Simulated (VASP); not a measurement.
# PtSe2 (P-3m1) in VASP: further runs

Runs on PtSe2. Level: PBE. Tasks: single point.

Everything below comes from runs of VASP 6.6.1. Logs are shortened: lines on timing, memory, paths and dates and some standing lists are left out, and cuts for length are marked.

### Step 1. The cell of the first run

Symmetry: P-3m1, No. 164, trigonal system. Conventional cell: a = 3.757 Å, b = 3.757 Å, c = 5.716 Å, α = 90.00°, β = 90.00°, γ = 120.00°. Within 3.3 Å of Pt (site symmetry -3m) lie 6 Se at 2.53 Å. Se (site symmetry 3m) has 3 Pt at 2.53 Å and 3 Se at 3.39 Å within 3.4 Å.

### Step 2. Single point, PBE (23.29 Å³/atom)

File INCAR:

```
PREC = Accurate
ENCUT = 520
EDIFF = 1E-6
ISMEAR = 0
SIGMA = 0.02
LREAL = F
LASPH = T
NELM = 80
ALGO = Normal
ISIF = 2
LWAVE = F
LCHARG = T
GGA = PE
LELF = T
LVHAR = T
NBANDS = 18
```

File KPOINTS:

```
Automatic mesh
0
Gamma
  12 12 4
```

File POSCAR:

```
PtSe2
1.0
    3.7569775763      0.0000000000      0.0000000000
   -1.8784887882      3.2536380226      0.0000000000
    0.0000000000      0.0000000000      5.7158342017
Pt Se
1 2
Direct
    0.0000000000      0.0000000000      0.0000000000
    0.3333333333      0.6666666667      0.2278142167
    0.6666666667      0.3333333333      0.7721857833
```

Potentials or basis: VASP PAW PBE potentials, release 64 (Pt, Se).

On the command line:

```bash
$ cat potpaw_PBE.64/Pt/POTCAR potpaw_PBE.64/Se/POTCAR > POTCAR
$ mpirun -np 1 vasp_std > vasp.out
```

OUTCAR:

```text
PREC = Accurate
   ENCUT = 520
   EDIFF = 1E-6
   ISMEAR = 0
   LREAL = F
   LASPH = T
   NELM = 80
   ISIF = 2
   GGA = PE

 ion  position               nearest neighbor table
   1  0.000  0.000  0.000-   2 2.53   3 2.53   3 2.53   2 2.53   3 2.53   2 2.53
   2  0.333  0.667  0.228-   1 2.53   1 2.53   1 2.53
   3  0.667  0.333  0.772-   1 2.53   1 2.53   1 2.53

  LATTYP: Found a hexagonal cell.
 ALAT       =     3.7569775763
 C/A-ratio  =     1.5213916202

  Lattice vectors:

 A1 = (   3.7569775763,   0.0000000000,   0.0000000000)
 A2 = (  -1.8784887882,   3.2536380226,   0.0000000000)
 A3 = (   0.0000000000,   0.0000000000,   5.7158342017)

Analysis of symmetry for initial positions (statically):
=====================================================================
 Subroutine PRICEL returns:
 Original cell was already a primitive cell.

 Routine SETGRP: Setting up the symmetry group for a
 hexagonal supercell.

 Subroutine GETGRP returns: Found 12 space group operations
 (whereof 12 operations were pure point group operations)
 out of a pool of 24 trial point group operations.

The static configuration has the point symmetry D_3d.

Analysis of symmetry for dynamics (positions and initial velocities):
=====================================================================
 Subroutine PRICEL returns:
 Original cell was already a primitive cell.

 Routine SETGRP: Setting up the symmetry group for a
 hexagonal supercell.

 Subroutine GETGRP returns: Found 12 space group operations
 (whereof 12 operations were pure point group operations)
 out of a pool of 24 trial point group operations.

The dynamic configuration has the point symmetry D_3d.

 Subroutine INISYM returns: Found 12 space group operations
 (whereof 12 operations are pure point group operations),
 and found     1 'primitive' translations

----------------------------------------------------------------------------------------

                                     Primitive cell

  volume of cell :      69.8695

  direct lattice vectors                    reciprocal lattice vectors
     3.756977576  0.000000000  0.000000000     0.266171405  0.153674132  0.000000000
    -1.878488788  3.253638023  0.000000000     0.000000000  0.307348265  0.000000000
     0.000000000  0.000000000  5.715834202     0.000000000  0.000000000  0.174952590

  length of vectors
     3.756977576  3.756977576  5.715834202     0.307348265  0.307348265  0.174952590

  position of ions in fractional coordinates (direct lattice)
     0.000000000  0.000000000  0.000000000
     0.333333333  0.666666667  0.227814217
     0.666666667  0.333333333  0.772185783

  ion indices of the primitive-cell ions
   primitive index   ion index
                 1           1
                 2           2
                 3           3

----------------------------------------------------------------------------------------

 KPOINTS: Automatic mesh

Automatic generation of k-mesh.
 Grid dimensions read from file:
 generate k-points for:   12   12    4

 Generating k-lattice:

  Cartesian coordinates                     Fractional coordinates (reciprocal lattice)
     0.022180950  0.012806178  0.000000000     0.083333333 -0.000000000  0.000000000
     0.000000000  0.025612355  0.000000000     0.000000000  0.083333333  0.000000000
     0.000000000  0.000000000  0.043738148     0.000000000  0.000000000  0.250000000

  Length of vectors
     0.025612355  0.025612355  0.043738148

  Shift w.r.t. Gamma in fractional coordinates (k-lattice)
     0.000000000  0.000000000  0.000000000

 Subroutine IBZKPT returns following result:
 ===========================================

 Found     69 irreducible k-points:

 Following reciprocal coordinates:
            Coordinates               Weight
  0.000000  0.000000  0.000000      1.000000
  0.083333 -0.000000  0.000000      6.000000
  0.166667 -0.000000  0.000000      6.000000
  0.250000 -0.000000  0.000000      6.000000
  0.333333 -0.000000  0.000000      6.000000
  0.416667 -0.000000  0.000000      6.000000
[... 16 lines left out ...]
  0.166667 -0.000000  0.250000      6.000000
  0.000000  0.166667  0.250000      6.000000
 [... further k-points ...]
   k-points           NKPTS =     69   k-points in BZ     NKDIM =     69   number of bands    NBANDS=     18
   number of dos      NEDOS =    301   number of ions     NIONS =      3
   total plane-waves  NPLWV =  37632
   dimension x,y,z NGX =    28 NGY =   28 NGZ =   48
   dimension x,y,z NGXF=    56 NGYF=   56 NGZF=   96
   ions per type =               1   2
   NGX,Y,Z   is equivalent  to a cutoff of  12.39, 12.39, 13.96 a.u.
   NGXF,Y,Z  is equivalent  to a cutoff of  24.78, 24.78, 27.92 a.u.
 SYSTEM =  unknown system
   PREC   = accura    normal or accurate (medium, high low for compatibility)
   ISTART =      0    job   : 0-new  1-cont  2-samecut
   ICHARG =      2    charge: 1-file 2-atom 10-const
   ISPIN  =      1    spin polarized calculation?
   LNONCOLLINEAR =      F non collinear calculations
   LSORBIT =      F    spin-orbit coupling
   LASPH  =      T    aspherical Exc in radial PAW
   ENCUT  =  520.0 eV  38.22 Ry    6.18 a.u.   6.99  6.99 10.63*2*pi/ulx,y,z
   NELM   =     80;   NELMIN=  2; NELMDL= -5     # of ELM steps
   EDIFF  = 0.1E-05   stopping-criterion for ELM
   LREAL  =      F    real-space projection
   EDIFFG = 0.1E-04   stopping-criterion for IOM
   NSW    =      0    number of steps for IOM
   IBRION =     -1    ionic relax: 0-MD 1-quasi-New 2-CG
   NFREE  =      0    steps in history (QN), initial steepest desc. (CG)
   ISIF   =      2    stress and relaxation
   ISYM   =      2    0-nonsym 1-usesym 2-fastsym
   POTIM  = 0.5000    time-step for ionic-motion
   TEBEG  =    0.0;   TEEND  =   0.0 temperature during run
   PSTRESS=    0.0 pullay stress
   NELECT =      22.0000    total number of electrons
   NUPDOWN=      -1.0000    fix difference up-down
   EMIN   =  10.00;   EMAX   =-10.00  energy-range for DOS
   EFERMI =   0.00;   METHOD = LEGACY
   ISMEAR =     0;   SIGMA  =   0.02  broadening in eV -4-tet -1-fermi 0-gaus
   EFERMI_NEDOS =   21; number of points for ismear=-14 and -15
   IALGO  =     38    algorithm
   IMIX   =      4    mixing-type and parameters
     AMIX     =   0.40;   BMIX     =  1.00
     AMIX_MAG =   1.60;   BMIX_MAG =  1.00
  volume/ion in A,a.u.               =      23.29       157.17
  Fermi-wavevector in a.u.,A,eV,Ry     =   1.113747  2.104677 16.877109  1.240433
  Thomas-Fermi vector in A             =   2.250335
   LORBIT       =      0    0 simple, 1 ext, 2 COOP (PROOUT), +10 PAW based schemes
   GGA     = PE    functional components
   LHFCALC =     F    Hartree Fock is set to
   AEXX    =    0.0000 exact exchange contribution
   IVDW    =     0    specifies the selected vdW correction
   LEPSILON=     F    determine dielectric tensor
   LRPA    =     F    only Hartree local field effects (RPA)
 non-spin polarized calculation
 Gauss-broadening in eV      SIGMA  =   0.02
  energy-cutoff  :      520.00
  volume of cell :       69.87
 maximum number of plane-waves:      1897
   NGX = 13   NGY = 13   NGZ = 21

 number of electron      21.9999998 magnetization

 Free energy of the ion-electron system (eV)
  ---------------------------------------------------
  ext. energy  EPLUGINS =         0.00000000
  ---------------------------------------------------
  free energy    TOTEN  =       -14.29124049 eV

  energy without entropy =      -14.29124049  energy(sigma->0) =      -14.29124049

 E-fermi :   4.8213     XC(G=0):  -9.8052

 val. band max:        4.6723245812   @ k =   0.0833  -0.0000   0.0000
 cond. band min:       4.9632643195   @ k =   0.0000   0.2500   0.2500
 fundamental gap:      0.2909397383
 Fermi energy:         4.8213267117

 k-point     1 :       0.0000    0.0000    0.0000
  band No.  band energies     occupation
      1     -10.1020      2.00000
      2      -8.0333      2.00000
      3      -1.5111      2.00000
      4      -1.0999      2.00000
      5      -1.0999      2.00000
      6       1.1596      2.00000
[... 10 lines left out ...]
     17      12.3211      0.00000
     18      15.2580      0.00000

 k-point     2 :       0.0833   -0.0000    0.0000
  band No.  band energies     occupation
      1     -10.0296      2.00000
      2      -8.0481      2.00000
      3      -1.4291      2.00000
      4      -1.0788      2.00000
      5      -1.0543      2.00000
      6       1.0594      2.00000
[... 10 lines left out ...]
     17      12.5877      0.00000
     18      15.0371      0.00000

 k-point     3 :       0.1667   -0.0000    0.0000
  band No.  band energies     occupation
      1      -9.8212      2.00000
      2      -8.0904      2.00000
      3      -1.2112      2.00000
      4      -0.9894      2.00000
      5      -0.9311      2.00000
      6       0.6830      2.00000
[... 10 lines left out ...]
     17      13.2170      0.00000
     18      13.9970      0.00000

 k-point     4 :       0.2500   -0.0000    0.0000
  band No.  band energies     occupation
      1      -9.5043      2.00000
      2      -8.1546      2.00000
      3      -1.0534      2.00000
      4      -0.7746      2.00000
      5      -0.6910      2.00000
      6       0.0356      2.00000
[... 375 lines left out ...]
      4      -1.0538      2.00000
      5      -0.9238      2.00000
      6       1.0460      2.00000
[... 10 lines left out ...]
     17      12.6453      0.00000
     18      13.8513      0.00000

 k-point    23 :       0.1667   -0.0000    0.2500
  band No.  band energies     occupation
      1      -9.7308      2.00000
      2      -8.2530      2.00000
      3      -1.1777      2.00000
      4      -0.9154      2.00000
      5      -0.7407      2.00000
      6       0.7040      2.00000
[... 10 lines left out ...]
     17      12.8954      0.00000
     18      13.5717      0.00000

 k-point    24 :       0.0000    0.1667    0.2500
  band No.  band energies     occupation
      1      -9.7361      2.00000
      2      -8.2411      2.00000
      3      -1.2632      2.00000
      4      -0.9399      2.00000
      5      -0.6697      2.00000
      6       0.6400      2.00000
[... 10 lines left out ...]
     17      13.0790      0.00000
     18      13.4923      0.00000

 [... further k-points ...]

------------------------ aborting loop because EDIFF is reached ----------------------------------------

  FORCE on cell =-STRESS in cart. coord.  units (eV):
  Direction    XX          YY          ZZ          XY          YZ          ZX
  --------------------------------------------------------------------------------------
  -------------------------------------------------------------------------------------
  Total        0.2177276      0.2177276      0.2087581     -0.0000000      0.0000000      0.0000000
  in kB        4.9927124      4.9927124      4.7870340     -0.0000000      0.0000000      0.0000000
  external PRESSURE =       4.9241529 kB  Pullay stress =       0.0000000 kB

 VOLUME and BASIS-vectors are now :
 -----------------------------------------------------------------------------
  energy-cutoff  :      520.00
  volume of cell :       69.87
      direct lattice vectors                 reciprocal lattice vectors
     3.756977576  0.000000000  0.000000000     0.266171405  0.153674132  0.000000000
    -1.878488788  3.253638023  0.000000000     0.000000000  0.307348265  0.000000000
     0.000000000  0.000000000  5.715834202     0.000000000  0.000000000  0.174952590

 POSITION                                       TOTAL-FORCE (eV/Angst)
 -----------------------------------------------------------------------------------
      0.00000      0.00000      0.00000         0.000000      0.000000      0.000000
     -0.00000      2.16909      1.30215        -0.000000      0.000000     -0.000574
      1.87849      1.08455      4.41369        -0.000000     -0.000000      0.000574
 -----------------------------------------------------------------------------------
    total drift:                               -0.000000      0.000000     -0.000000

  FREE ENERGIE OF THE ION-ELECTRON SYSTEM (eV)
  ---------------------------------------------------
  free  energy   TOTEN  =       -14.2912404862 eV

  energy  without entropy=      -14.2912404862  energy(sigma->0) =      -14.29124049
```

Wall time 2.1 min (1 thread of AMD EPYC 7R13, shared host); peak memory 0.21 GiB.

What came out:

```yaml
Free_energy: -14.2912 eV
Pressure: 0.5 GPa
Band_gap_on_the_k_mesh: 0.29 eV (least direct gap 0.54 eV)
```

Levels at points of the mesh, in eV from the valence-band top:
| k point | band 9 | band 10 | band 11 | band 12 | band 13 | band 14 |
| --- | --- | --- | --- | --- | --- | --- |
| (0.00, 0.00, 0.00) | -0.72 | -0.72 | -0.02 | 2.01 | 2.01 | 3.99 |
| (0.50, 0.00, 0.00) | -2.74 | -2.71 | -2.59 | 1.21 | 2.21 | 4.53 |
| (0.00, 0.00, 0.50) | -1.60 | -0.87 | -0.87 | 2.31 | 2.31 | 4.93 |
| (0.50, 0.00, 0.50) | -2.73 | -2.46 | -1.47 | 1.65 | 1.70 | 4.16 |

Caveat: spin-orbit coupling is left out, which moves the levels of the heavy elements; this functional lacks dispersion, which binds layers or chains, so the pressure and a relaxed spacing across them are unreliable. A k mesh can miss the band edges.

[end of part 1 of 2]
